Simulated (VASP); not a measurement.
Set up this calculation in VASP 6.6.1, as the native input.

- Task: single point
- Functional: PBE
- Potentials or basis: VASP PAW PBE potentials, release 64 (Nb_sv, P)
- Cutoff: 400 eV
- k mesh: 18 × 18 × 18
- Occupations: gaussian, width 0.1 eV
- Spin: no spin polarisation
- Dipole correction: no
- k mesh for the DOS: 27 × 27 × 27
- Occupations for the DOS: tetrahedron
- Further INCAR settings: ALGO = Normal; EDIFF = 1e-06; NBANDS = 26

The system is NbP.

```
CELL_PARAMETERS angstrom
-1.67492 1.67492 5.74011
1.67492 -1.67492 5.74011
1.67492 1.67492 -5.74011
ATOMIC_POSITIONS crystal
Nb 0.74995 0.74995 0.00000
Nb 0.49995 0.99995 0.50000
P 0.33268 0.33268 0.00000
P 0.08268 0.58268 0.50000
```

These files were run (other wordings do the same):

POSCAR

```
NbP
1.0
   -1.6749232544      1.6749232544      5.7401081759
    1.6749232544     -1.6749232544      5.7401081759
    1.6749232544      1.6749232544     -5.7401081759
Nb P
2 2
Direct
    0.7499453692      0.7499453692      0.0000000000
    0.4999453692      0.9999453692      0.5000000000
    0.3326832058      0.3326832058      0.0000000000
    0.0826832058      0.5826832058      0.5000000000
```

INCAR.step1

```
ALGO     = Normal         # electronic algorithm
EDIFF    = 1E-6           # SCF threshold, eV
ENCUT    = 400            # plane-wave cutoff, eV
GGA      = PE             # functional
GGA_COMPAT= F            
ISIF     = 2              # what is computed and relaxed
ISMEAR   = 0              # smearing method
LASPH    = T              # aspherical terms in the spheres
LCHARG   = T              # write CHGCAR
LMAXMIX  = 4              # l up to which the mixer works
LORBIT   = 11             # projections on sites
LREAL    = F              # projectors in reciprocal space
LWAVE    = F              # write WAVECAR
NBANDS   = 26             # bands
NEDOS    = 2001           # points of the DOS
NELM     = 120            # most SCF steps
PREC     = Accurate       # precision mode
SIGMA    = 0.1            # smearing width, eV
```

KPOINTS.step1

```
k-points
0
Gamma
  18 18 18
```

INCAR.step2

```
ALGO     = Normal         # electronic algorithm
EDIFF    = 1E-6           # SCF threshold, eV
ENCUT    = 400            # plane-wave cutoff, eV
GGA      = PE             # functional
GGA_COMPAT= F            
ICHARG   = 11             # starting density
ISIF     = 2              # what is computed and relaxed
ISMEAR   = -5             # smearing method
LASPH    = T              # aspherical terms in the spheres
LCHARG   = F              # write CHGCAR
LMAXMIX  = 4              # l up to which the mixer works
LORBIT   = 11             # projections on sites
LREAL    = F              # projectors in reciprocal space
LWAVE    = F              # write WAVECAR
NBANDS   = 26             # bands
NEDOS    = 2001           # points of the DOS
NELM     = 120            # most SCF steps
PREC     = Accurate       # precision mode
SIGMA    = 0.1            # smearing width, eV
```

KPOINTS.step2

```
k-points
0
Gamma
  27 27 27
```

Potentials or basis: VASP PAW PBE potentials, release 64 (Nb_sv, P).

The run is started by

```sh
$ cat potpaw_PBE.64/Nb_sv/POTCAR potpaw_PBE.64/P/POTCAR > POTCAR
$ cp INCAR.step1 INCAR
$ cp KPOINTS.step1 KPOINTS
$ mpirun -np 1 vasp_std > vasp.out
$ cp INCAR.step2 INCAR
$ cp KPOINTS.step2 KPOINTS
$ mpirun -np 1 vasp_std > vasp.out
```

Results of the run:

```json
{
  "Valence electrons inside the program's atomic spheres": "Nb 10.65; P 2.55"
}
```

Run time: 110 min on 1 thread of Intel Xeon 8259CL (shared host), peak memory 1.4 GiB.
